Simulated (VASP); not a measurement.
Wanted: the native input for a VASP 6.6.1 run.

```yaml
Task: single point
Functional: PBE
Potentials_or_basis: VASP PAW PBE potentials, release 64 (Zn)
Cutoff: 520 eV
k_mesh: 18 × 18 × 8
Occupations: gaussian, width 0.1 eV
Spin: no spin polarisation
Dipole_correction: no
Further_INCAR_settings: ALGO = Normal; EDIFF = 1e-06; NBANDS = 19
```

The structure of Zn lies in POSCAR:

```
Zn
1.0
    2.6333229228      0.0000000000      0.0000000000
   -1.3166614614      2.2805245476      0.0000000000
    0.0000000000      0.0000000000      5.1082449431
Zn
2
Direct
    0.3333333333      0.6666666667      0.2500000000
    0.6666666667      0.3333333333      0.7500000000
```

These files were run (other wordings do the same):

INCAR

```
SYSTEM = Zn
PREC = Accurate
ENCUT = 520
EDIFF = 1E-6
ISMEAR = 0
SIGMA = 0.1
LREAL = .FALSE.
LASPH = .TRUE.
NELM = 80
ALGO = Normal
ISIF = 2
LWAVE = .FALSE.
LCHARG = .FALSE.
GGA = PE
NBANDS = 19
```

KPOINTS

```
regular mesh
0
G
  18 18 8
  0 0 0
```

Potentials or basis: VASP PAW PBE potentials, release 64 (Zn).

Launch:

```sh
$ cat potpaw_PBE.64/Zn/POTCAR > POTCAR
$ mpirun -np 1 vasp_std > vasp.out
```

Results of the run:

```json
{"Pressure": "0.3 GPa", "Band gap on the k mesh": "zero (band 12 reaches 4.81 eV, above the bottom of band 13 at -0.49 eV)"}
```

It took 46 s on 1 thread of Intel Xeon 6975P-C (shared host), peak memory 0.21 GiB.
